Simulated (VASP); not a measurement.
A run of VASP 6.6.1:

INCAR

```
SYSTEM = AlRu
PREC = Accurate ; ENCUT = 520
EDIFF = 1E-6 ; ISMEAR = -1
SIGMA = 0.05 ; LREAL = .FALSE.
LASPH = .TRUE. ; NELM = 80
ALGO = Normal ; ISIF = 2
LWAVE = .FALSE. ; LCHARG = .TRUE.
GGA = PS ; LELF = .TRUE.
LVHAR = .TRUE. ; NBANDS = 16
```

KPOINTS

```
Automatic mesh
0
G
  9 9 9
  0 0 0
```

POSCAR

```
AlRu
1.0
    2.9004093328      0.0000000000      0.0000000000
    0.0000000000      2.9004093328      0.0000000000
    0.0000000000      0.0000000000      2.9004093328
Ru Al
1 1
Direct
    0.5000000000      0.5000000000      0.5000000000
    0.0000000000      0.0000000000      0.0000000000
```

Potentials or basis: VASP PAW PBE potentials, release 64 (Ru_pv, Al).

The run is started by

```console
$ cat potpaw_PBE.64/Ru_pv/POTCAR potpaw_PBE.64/Al/POTCAR > POTCAR
$ mpirun -np 1 vasp_std > vasp.out
```

Hardware: 1 thread of Intel(R) Xeon(R) 6975P-C (Granite Rapids) (shared host).

Task: Estimate the wall time of this run.

Result: Wall time 4.1 s on 1 thread of Intel(R) Xeon(R) 6975P-C (Granite Rapids), with other jobs on the host, peak memory 0.14 GiB. Counts: scf iterations 11, k points 35.
